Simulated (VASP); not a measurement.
**Al16P: single point with LDA**

Al16P, a slab with vacuum:

```
Al P
1.0
     8.10000    0.00000    0.00000
     0.00000    5.72757    0.00000
     0.00000    0.00000   15.29567
Al P
16 1
Cartesian
  2.0250 1.4319 1.0000
  6.0750 1.4319 1.0000
  2.0250 4.2957 1.0000
  6.0750 4.2957 1.0000
  0.0052 0.0166 2.2805
  4.0447 0.0167 2.2789
  0.0072 2.8452 2.2826
  4.0429 2.8449 2.2810
  2.0243 1.4273 3.7756
  6.0758 1.4300 3.5720
  2.0253 4.2945 3.8510
  6.0741 4.2923 3.5242
  -0.1157 0.0722 4.9972
  4.1657 0.0740 4.9956
  -0.1116 2.7840 4.9978
  4.1614 2.7817 4.9962
  6.0674 4.2873 5.8724
```

```json
{
 "Program": "VASP 6.6.1",
 "Task": "single point",
 "Functional": "LDA",
 "Potentials or basis": "VASP PAW LDA potentials, release 64 (Al, P)",
 "Cutoff": "520 eV",
 "k mesh": "2 × 3 × 1",
 "Occupations": "fermi-dirac, width 0.05 eV",
 "Spin": "no spin polarisation",
 "Dipole correction": "no",
 "Further INCAR settings": "LREAL = Auto; ALGO = Normal; EDIFF = 1e-06; NBANDS = 40"
}
```

```json
{
 "Largest force": "0.437 eV/Å"
}
```

Forces in eV/Å, atoms in the order of the input:
```
Al   0.000  0.002  0.239
Al  -0.001  0.000 -0.271
Al   0.001 -0.003  0.437
Al   0.000 -0.002 -0.436
Al   0.003  0.000  0.001
Al  -0.003  0.000  0.002
Al   0.001 -0.001 -0.003
Al  -0.001  0.000 -0.002
Al   0.001  0.002  0.004
Al   0.000 -0.004  0.010
Al   0.000 -0.004  0.007
Al   0.000  0.001  0.008
Al  -0.006 -0.003 -0.001
Al   0.003 -0.003 -0.003
Al  -0.011  0.003 -0.003
Al   0.009  0.006 -0.003
P    0.003  0.005  0.015
```

Levels at points of the mesh, in eV from the Fermi level:
```tsv
k point	band 25	band 26	band 27	band 28	band 29	band 30
(0.00, 0.00, 0.00)	-0.76	-0.50	-0.16	0.16	0.91	1.01
(0.50, 0.00, 0.00)	-0.71	-0.57	-0.06	0.31	0.32	0.64
```

Wall time 2.2 min on 1 thread of Intel(R) Xeon(R) 6975P-C (Granite Rapids) (shared host), peak memory 0.52 GiB.

Caveat: the k points lie up to 0.39 Å⁻¹ apart.
